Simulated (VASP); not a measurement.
# Cr (P6_3/mmc) in VASP: further runs

The runs below take Cr through single point, with r2SCAN.

Program: VASP 6.6.1. These are calculated values, not measurements. Logs are shortened: lines on timing, memory, paths and dates and some standing lists are left out, and cuts for length are marked.

### Step 1. The cell of the first run

It takes space group P6_3/mmc (No. 194, hexagonal). Conventional cell: a = 3.793 Å, b = 3.793 Å, c = 4.333 Å, α = 90.00°, β = 90.00°, γ = 120.00°. Within 2.9 Å of Cr (site symmetry -6m2) lie 5 Cr at 2.17 to 2.19 Å. Within 2.9 Å of Cr (site symmetry -6m2) lie 3 Cr at 2.19 Å.

This isn't the form of Cr at room conditions, which is bcc.

### Step 2. Single point, r2SCAN

The input, POSCAR:

```
Cr
1.0
    3.7925672807      0.0000000000      0.0000000000
   -1.8962836403      3.2844596107      0.0000000000
    0.0000000000      0.0000000000      4.3330793472
Cr
4
Direct
    0.0000000000      0.0000000000      0.2500000000
    0.0000000000      0.0000000000      0.7500000000
    0.3333333333      0.6666666667      0.7500000000
    0.6666666667      0.3333333333      0.2500000000
```

The input, INCAR.step1:

```
PREC = Accurate
ENCUT = 520
ISMEAR = 0
SIGMA = 0.1
LREAL = F
LASPH = T
NELM = 100
NBANDS = 32
GGA = PE
ALGO = Normal
EDIFF = 1E-4
LWAVE = T
LCHARG = F
```

The input, INCAR.step2:

```
PREC = Accurate
ENCUT = 520
EDIFF = 1E-6
ISMEAR = 0
SIGMA = 0.1
LREAL = F
LASPH = T
NELM = 100
ALGO = Normal
ISIF = 2
LWAVE = F
LCHARG = F
METAGGA = R2SCAN
LMIXTAU = T
NBANDS = 32
ISTART = 1
```

The input, KPOINTS:

```
Automatic mesh
0
Gamma
  15 15 10
```

Potentials or basis: VASP PAW PBE potentials, release 64 (Cr_pv).

The run is started by

```console
> cat potpaw_PBE.64/Cr_pv/POTCAR > POTCAR
> cp INCAR.step1 INCAR
> mpirun -np 1 vasp_std > vasp.out
> cp INCAR.step2 INCAR
> mpirun -np 1 vasp_std > vasp.out
```

OUTCAR:

```text
PREC = Accurate
   ENCUT = 520
   EDIFF = 1E-6
   ISMEAR = 0
   LREAL = F
   LASPH = T
   NELM = 100
   ISIF = 2
   METAGGA = R2SCAN
   ISTART = 1

 ion  position               nearest neighbor table
   1  0.000  0.000  0.250-   2 2.17   2 2.17   4 2.19   4 2.19   4 2.19   3 3.08   3 3.08   3 3.08
                             3 3.08   3 3.08   3 3.08
   2  0.000  0.000  0.750-   1 2.17   1 2.17   3 2.19   3 2.19   3 2.19   4 3.08   4 3.08   4 3.08
                             4 3.08   4 3.08   4 3.08
   3  0.333  0.667  0.750-   2 2.19   2 2.19   2 2.19   1 3.08   1 3.08   4 3.08   4 3.08   4 3.08
                             4 3.08   1 3.08   1 3.08   1 3.08   1 3.08   4 3.08   4 3.08
   4  0.667  0.333  0.250-   1 2.19   1 2.19   1 2.19   2 3.08   2 3.08   3 3.08   3 3.08   3 3.08
                             3 3.08   2 3.08   2 3.08   2 3.08   2 3.08   3 3.08   3 3.08

  LATTYP: Found a hexagonal cell.
 ALAT       =     3.7925672807
 C/A-ratio  =     1.1425187812

  Lattice vectors:

 A1 = (   3.7925672807,   0.0000000000,   0.0000000000)
 A2 = (  -1.8962836403,   3.2844596107,   0.0000000000)
 A3 = (   0.0000000000,   0.0000000000,   4.3330793472)

Analysis of symmetry for initial positions (statically):
=====================================================================
 Subroutine PRICEL returns:
 Original cell was already a primitive cell.

 Routine SETGRP: Setting up the symmetry group for a
 hexagonal supercell.

 Subroutine GETGRP returns: Found 24 space group operations
 (whereof 12 operations were pure point group operations)
 out of a pool of 24 trial point group operations.

The static configuration has the point symmetry D_3d.
 The point group associated with its full space group is D_6h.

Analysis of symmetry for dynamics (positions and initial velocities):
=====================================================================
 Subroutine PRICEL returns:
 Original cell was already a primitive cell.

 Routine SETGRP: Setting up the symmetry group for a
 hexagonal supercell.

 Subroutine GETGRP returns: Found 24 space group operations
 (whereof 12 operations were pure point group operations)
 out of a pool of 24 trial point group operations.

The dynamic configuration has the point symmetry D_3d.
 The point group associated with its full space group is D_6h.

 Subroutine INISYM returns: Found 24 space group operations
 (whereof 12 operations are pure point group operations),
 and found     1 'primitive' translations

----------------------------------------------------------------------------------------

                                     Primitive cell

  volume of cell :      53.9752

  direct lattice vectors                    reciprocal lattice vectors
     3.792567281  0.000000000  0.000000000     0.263673635  0.152232044  0.000000000
    -1.896283640  3.284459611  0.000000000     0.000000000  0.304464088  0.000000000
     0.000000000  0.000000000  4.333079347     0.000000000  0.000000000  0.230782757

  length of vectors
     3.792567281  3.792567281  4.333079347     0.304464088  0.304464088  0.230782757

  position of ions in fractional coordinates (direct lattice)
     0.000000000  0.000000000  0.250000000
     0.000000000  0.000000000  0.750000000
     0.333333333  0.666666667  0.750000000
     0.666666667  0.333333333  0.250000000

  ion indices of the primitive-cell ions
   primitive index   ion index
                 1           1
                 2           2
                 3           3
                 4           4

----------------------------------------------------------------------------------------

 KPOINTS: Automatic mesh

Automatic generation of k-mesh.
 Grid dimensions read from file:
 generate k-points for:   15   15   10

 Generating k-lattice:

  Cartesian coordinates                     Fractional coordinates (reciprocal lattice)
     0.017578242  0.010148803  0.000000000     0.066666667  0.000000000  0.000000000
     0.000000000  0.020297606  0.000000000     0.000000000  0.066666667  0.000000000
     0.000000000  0.000000000  0.023078276     0.000000000  0.000000000  0.100000000

  Length of vectors
     0.020297606  0.020297606  0.023078276

  Shift w.r.t. Gamma in fractional coordinates (k-lattice)
     0.000000000  0.000000000  0.000000000

 Subroutine IBZKPT returns following result:
 ===========================================

 Found    162 irreducible k-points:

 Following reciprocal coordinates:
            Coordinates               Weight
  0.000000  0.000000  0.000000      1.000000
  0.066667  0.000000  0.000000      6.000000
  0.133333  0.000000  0.000000      6.000000
  0.200000 -0.000000  0.000000      6.000000
  0.266667  0.000000  0.000000      6.000000
  0.333333 -0.000000  0.000000      6.000000
[... 16 lines left out ...]
  0.333333  0.200000  0.000000     12.000000
  0.400000  0.200000  0.000000      6.000000
 [... further k-points ...]
   k-points           NKPTS =    162   k-points in BZ     NKDIM =    162   number of bands    NBANDS=     32
   number of dos      NEDOS =    301   number of ions     NIONS =      4
   total plane-waves  NPLWV =  25088
   dimension x,y,z NGX =    28 NGY =   28 NGZ =   32
   dimension x,y,z NGXF=    56 NGYF=   56 NGZF=   64
   ions per type =               4
   NGX,Y,Z   is equivalent  to a cutoff of  12.27, 12.27, 12.28 a.u.
   NGXF,Y,Z  is equivalent  to a cutoff of  24.55, 24.55, 24.55 a.u.
 SYSTEM =  unknown system
   PREC   = accura    normal or accurate (medium, high low for compatibility)
   ISTART =      1    job   : 0-new  1-cont  2-samecut
   ICHARG =      0    charge: 1-file 2-atom 10-const
   ISPIN  =      1    spin polarized calculation?
   LNONCOLLINEAR =      F non collinear calculations
   LSORBIT =      F    spin-orbit coupling
   LASPH  =      T    aspherical Exc in radial PAW
   ENCUT  =  520.0 eV  38.22 Ry    6.18 a.u.   7.05  7.05  8.06*2*pi/ulx,y,z
   NELM   =    100;   NELMIN=  2; NELMDL=  0     # of ELM steps
   EDIFF  = 0.1E-05   stopping-criterion for ELM
   LREAL  =      F    real-space projection
   EDIFFG = 0.1E-04   stopping-criterion for IOM
   NSW    =      0    number of steps for IOM
   IBRION =     -1    ionic relax: 0-MD 1-quasi-New 2-CG
   NFREE  =      0    steps in history (QN), initial steepest desc. (CG)
   ISIF   =      2    stress and relaxation
   ISYM   =      2    0-nonsym 1-usesym 2-fastsym
   POTIM  = 0.5000    time-step for ionic-motion
   TEBEG  =    0.0;   TEEND  =   0.0 temperature during run
   PSTRESS=    0.0 pullay stress
   NELECT =      48.0000    total number of electrons
   NUPDOWN=      -1.0000    fix difference up-down
   EMIN   =  10.00;   EMAX   =-10.00  energy-range for DOS
   EFERMI =   0.00;   METHOD = LEGACY
   ISMEAR =     0;   SIGMA  =   0.10  broadening in eV -4-tet -1-fermi 0-gaus
   EFERMI_NEDOS =   21; number of points for ismear=-14 and -15
   IALGO  =     38    algorithm
   IMIX   =      4    mixing-type and parameters
     AMIX     =   0.40;   BMIX     =  1.00
     AMIX_MAG =   1.60;   BMIX_MAG =  1.00
  volume/ion in A,a.u.               =      13.49        91.06
  Fermi-wavevector in a.u.,A,eV,Ry     =   1.574311  2.975017 33.721444  2.478456
  Thomas-Fermi vector in A             =   2.675465
   LORBIT       =      0    0 simple, 1 ext, 2 COOP (PROOUT), +10 PAW based schemes
   METAGGA = R2SCAN    functional components
   LHFCALC =     F    Hartree Fock is set to
   AEXX    =    0.0000 exact exchange contribution
   IVDW    =     0    specifies the selected vdW correction
   LEPSILON=     F    determine dielectric tensor
   LRPA    =     F    only Hartree local field effects (RPA)
 non-spin polarized calculation
 Gauss-broadening in eV      SIGMA  =   0.10
  energy-cutoff  :      520.00
  volume of cell :       53.98
 maximum number of plane-waves:      1468
   NGX = 15   NGY = 15   NGZ = 17

 number of electron      47.9999976 magnetization

 Free energy of the ion-electron system (eV)
  ---------------------------------------------------
  ext. energy  EPLUGINS =         0.00000000
  ---------------------------------------------------
  free energy    TOTEN  =       -54.70964788 eV

  energy without entropy =      -54.69778180  energy(sigma->0) =      -54.70371484

 E-fermi :   8.5025     XC(G=0): -13.6402

 val. band max:        8.4947565742   @ k =   0.3333   0.0667   0.0000
 cond. band min:       8.5096693856   @ k =   0.0667   0.0000   0.1000
 fundamental gap:      0.0149128113
 Fermi energy:         8.5025024468

 k-point     1 :       0.0000    0.0000    0.0000
  band No.  band energies     occupation
      1     -36.6978      2.00000
      2     -36.2671      2.00000
      3     -36.2671      2.00000
      4     -36.1575      2.00000
      5     -36.1575      2.00000
      6     -35.8581      2.00000
[... 24 lines left out ...]
     31      10.6168      0.00000
     32      11.5286      0.00000

 k-point     2 :       0.0667    0.0000    0.0000
  band No.  band energies     occupation
      1     -36.6956      2.00000
      2     -36.2741      2.00000
      3     -36.2602      2.00000
      4     -36.1594      2.00000
      5     -36.1466      2.00000
      6     -35.8594      2.00000
[... 24 lines left out ...]
     31      10.9252      0.00000
     32      11.5417      0.00000

 k-point     3 :       0.1333    0.0000    0.0000
  band No.  band energies     occupation
      1     -36.6895      2.00000
      2     -36.2930      2.00000
      3     -36.2391      2.00000
      4     -36.1654      2.00000
      5     -36.1159      2.00000
      6     -35.8629      2.00000
[... 24 lines left out ...]
     31      11.3894      0.00000
     32      11.5926      0.00000

 k-point     4 :       0.2000   -0.0000    0.0000
  band No.  band energies     occupation
      1     -36.6804      2.00000
      2     -36.3188      2.00000
      3     -36.2038      2.00000
      4     -36.1756      2.00000
      5     -36.0705      2.00000
      6     -35.8682      2.00000
[... 24 lines left out ...]
     31      11.4557      0.00000
     32      11.6543      0.00000

 k-point     5 :       0.2667    0.0000    0.0000
  band No.  band energies     occupation
      1     -36.6698      2.00000
      2     -36.3462      2.00000
      3     -36.1882      2.00000
      4     -36.1558      2.00000
      5     -36.0178      2.00000
      6     -35.8741      2.00000
[... 584 lines left out ...]
     31      11.6028      0.00000
     32      11.6390      0.00000

 k-point    22 :       0.2667    0.2000    0.0000
  band No.  band energies     occupation
      1     -36.6492      2.00000
      2     -36.3783      2.00000
      3     -36.3010      2.00000
      4     -35.9432      2.00000
      5     -35.8796      2.00000
      6     -35.8774      2.00000
[... 24 lines left out ...]
     31      11.5698      0.00000
     32      11.6947      0.00000

 k-point    23 :       0.3333    0.2000    0.0000
  band No.  band energies     occupation
      1     -36.6439      2.00000
      2     -36.3900      2.00000
      3     -36.3139      2.00000
      4     -35.8802      2.00000
      5     -35.8801      2.00000
      6     -35.8552      2.00000
[... 24 lines left out ...]
     31      11.5313      0.00000
     32      11.7382      0.00000

 k-point    24 :       0.4000    0.2000    0.0000
  band No.  band energies     occupation
      1     -36.6420      2.00000
      2     -36.3942      2.00000
      3     -36.3183      2.00000
      4     -35.8802      2.00000
      5     -35.8567      2.00000
      6     -35.8450      2.00000
[... 24 lines left out ...]
     31      11.5146      0.00000
     32      11.7532      0.00000

 [... further k-points ...]
[... 5 lines left out ...]
  --------------------------------------------------------------------------------------
  -------------------------------------------------------------------------------------
  Total        0.5508059      0.5508059      0.2965151      0.0000000     -0.0000000      0.0000000
  in kB       16.3499089     16.3499089      8.8016380      0.0000000     -0.0000000      0.0000000
  external PRESSURE =      13.8338186 kB  Pullay stress =       0.0000000 kB

 VOLUME and BASIS-vectors are now :
 -----------------------------------------------------------------------------
  energy-cutoff  :      520.00
  volume of cell :       53.98
      direct lattice vectors                 reciprocal lattice vectors
     3.792567281  0.000000000  0.000000000     0.263673635  0.152232044  0.000000000
    -1.896283640  3.284459611  0.000000000     0.000000000  0.304464088  0.000000000
     0.000000000  0.000000000  4.333079347     0.000000000  0.000000000  0.230782757

 POSITION                                       TOTAL-FORCE (eV/Angst)
 -----------------------------------------------------------------------------------
      0.00000      0.00000      1.08327         0.000000      0.000000      0.000000
      0.00000      0.00000      3.24981        -0.000000      0.000000      0.000000
     -0.00000      2.18964      3.24981        -0.000000      0.000000      0.000000
      1.89628      1.09482      1.08327         0.000000     -0.000000     -0.000000
 -----------------------------------------------------------------------------------
    total drift:                                0.000000     -0.000000      0.000000

  FREE ENERGIE OF THE ION-ELECTRON SYSTEM (eV)
  ---------------------------------------------------
  free  energy   TOTEN  =       -54.7096478781 eV

  energy  without entropy=      -54.6977818007  energy(sigma->0) =      -54.70371484
```

It took 9.6 min on 1 thread of Intel Xeon Platinum 8488C (Sapphire Rapids), shared host; peak memory 0.31 GiB.

What came out:

```
Free energy            : -54.7096 eV
Pressure               : 1.4 GPa
Band gap on the k mesh : zero (bands 24 and 25 overlap by 0.57 eV)
```

Levels at points of the mesh, in eV from the Fermi level:
```
           k point  band 22  band 23  band 24  band 25  band 26  band 27
(0.00, 0.00, 0.00)    -0.51    -0.51     0.13     0.14     0.75     0.75
(0.00, 0.00, 0.50)    -0.33    -0.32    -0.32     0.68     0.68     0.68
```

Caveat: the PAW data sets were made with another functional, which shifts forces and pressure a little; the run has no spin polarisation, though such a crystal can be magnetic.

[end of part 1 of 2]

The gap in the log of VASP goes by the Fermi energy; the results here count the filled bands.